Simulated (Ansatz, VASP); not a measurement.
# Two plane-wave programs on SnO2

```xyz
3
Lattice="1.4817 0.8554 5.7182 -1.4817 0.8554 5.7182 0.0000 -1.7109 5.7182" Properties=species:S:1:pos:R:3 pbc="T T T"
Sn    0.0000    0.0000    8.5773
O     0.0000    0.0000    4.0685
O     0.0000    0.0000   13.0860
```

Alike in both runs: task single point; functional LDA; k mesh 12 × 12 × 12; occupations gaussian, width 0.05 eV; no spin polarisation.

|  | VASP | Ansatz |
| --- | --- | --- |
| version | VASP 6.6.1 | Ansatz 0.2.0 |
| potentials or method | VASP PAW LDA potentials, release 64 (Sn_d, O), cutoff 520 eV | scalar-relativistic, plane waves, PAW |
| valence electrons in the cell | 26 | 26 |

```csv
,VASP,Ansatz,Ansatz less VASP
gap on the k mesh at the Fermi level (eV),2.93,2.93,+0.006
least direct gap on the mesh (eV),2.94,2.94,+0.005
pressure (GPa),6.6,5.6,-1.03
"traceless stress, the component that is largest in VASP (GPa)",-23.41,-23.11,+0.305
rms of the force components (eV/Å),0.828,0.879,+0.0503
```

LDA's correlation is that of Perdew and Zunger in VASP and of Perdew and Wang (1992) in Ansatz. Atom by atom the forces differ by 0.050 eV/Å (rms over components).
